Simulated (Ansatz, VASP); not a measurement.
**Si5Ge in VASP and in Ansatz**

INCAR

```
SYSTEM = Si5Ge
PREC = Accurate
ENCUT = 600
EDIFF = 1E-7
ISMEAR = 0
SIGMA = 0.1
LREAL = .FALSE.
LASPH = .TRUE.
NELM = 80
ALGO = Normal
ISIF = 3
LWAVE = .FALSE.
LCHARG = .FALSE.
GGA = PE
IBRION = 2
NSW = 100
EDIFFG = -0.01
```

File KPOINTS:

```
regular mesh
0
G
  18 18 4
  0 0 0
```

File POSCAR:

```
Si5Ge
1.0
    2.8167895853      0.0000000000      0.0000000000
   -1.4083947927      2.4394113380      0.0000000000
    0.0000000000      0.0000000000     13.4472952189
Si Ge
5 1
Direct
    0.6666666667      0.3333333333      0.8381436272
    0.6666666667      0.3333333333      0.1618563728
    0.3333333333      0.6666666667      0.6823695801
    0.3333333333      0.6666666667      0.0000000000
    0.3333333333      0.6666666667      0.3176304199
    0.6666666667      0.3333333333      0.5000000000
```

Input for Ansatz:

```yaml
crystal:
  lattice:
    - [2.8167895853, 0.0, 0.0]
    - [-1.4083947927, 2.439411338, 0.0]
    - [0.0, 0.0, 13.4472952189]
  atoms:
    - { symbol: Si, position: [0.6666666667, 0.3333333333, 0.8381436272] }
    - { symbol: Si, position: [0.6666666667, 0.3333333333, 0.1618563728] }
    - { symbol: Si, position: [0.3333333333, 0.6666666667, 0.6823695801] }
    - { symbol: Si, position: [0.3333333333, 0.6666666667, 0.0] }
    - { symbol: Si, position: [0.3333333333, 0.6666666667, 0.3176304199] }
    - { symbol: Ge, position: [0.6666666667, 0.3333333333, 0.5] }
basis:
  ecutwfc: 420
kpoints:
  mp_grid: { grid: [18, 18, 4] }
hamiltonian:
  xc: pbe
scf:
  occupations: { method: gaussian, width: 0.1 }
output:
  forces: true
  stress: true
  eigenvalues: true
relax:
  adjacent_minimum: "off"
  f_tol: 0.01
  max_steps: 80
  cell: { stress_tol: 0.05 }
```

Alike in both runs: task relaxation of cell and atoms; functional PBE; k mesh 18 × 18 × 4; occupations gaussian, width 0.1 eV; no spin polarisation.

```csv
,VASP,Ansatz
version,VASP 6.6.1,Ansatz 0.2.0
potentials or method,"VASP PAW PBE potentials, release 64 (Si, Ge_d), cutoff 600 eV","scalar-relativistic, plane waves, PAW"
valence electrons in the cell,34,34
```

```csv
,VASP,Ansatz,Ansatz less VASP
"gap on the k mesh at the Fermi level, each at its own relaxed structure (eV)",none,none,-
relaxed volume (Å³/atom),15.39,15.35,-0.045
relaxed cell length with the largest relative difference (Å),2.763,2.760,-0.0027
```

A gap of «none» marks a metal or a gap that the smearing closes.

Noted on VASP's run: too few bands were computed for a metal, which touches its energy and stress.
